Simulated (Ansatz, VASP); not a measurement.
MgSe: VASP beside Ansatz

```
Mg Se
1.0
     0.00000    2.73667    2.73667
     2.73667    0.00000    2.73667
     2.73667    2.73667    0.00000
Mg Se
1 1
Direct
  0.00000 0.00000 0.00000
  0.50000 0.50000 0.50000
```

Alike in both runs: functional r2SCAN; k mesh 8 × 8 × 8; occupations fermi-dirac, width 0.02 eV; no spin polarisation.

Ansatz relaxed the structure, and its values are those at the end. VASP's run is a single point on that final structure, the one shown.

|  | VASP | Ansatz |
| --- | --- | --- |
| version | VASP 6.6.1 | Ansatz 0.2.0 |
| potentials or method | VASP PAW PBE potentials, release 64 (Mg, Se), cutoff 660 eV | PAW plane waves |
| valence electrons in the cell | 8 | 26 |

|  | VASP | Ansatz | Ansatz less VASP |
| --- | --- | --- | --- |
| gap on the k mesh at the Fermi level (eV) | 2.44 | 2.48 | +0.045 |
| pressure (GPa) | -0.3 | 0.0 | +0.34 |

VASP's potentials were made for PBE, not for r2SCAN. With one functional, cell and mesh, what is left measures potentials, basis and numerics. VASP's potentials hold 8 valence electrons a cell and Ansatz's 26, so a difference there can come from the potentials and not from the codes.
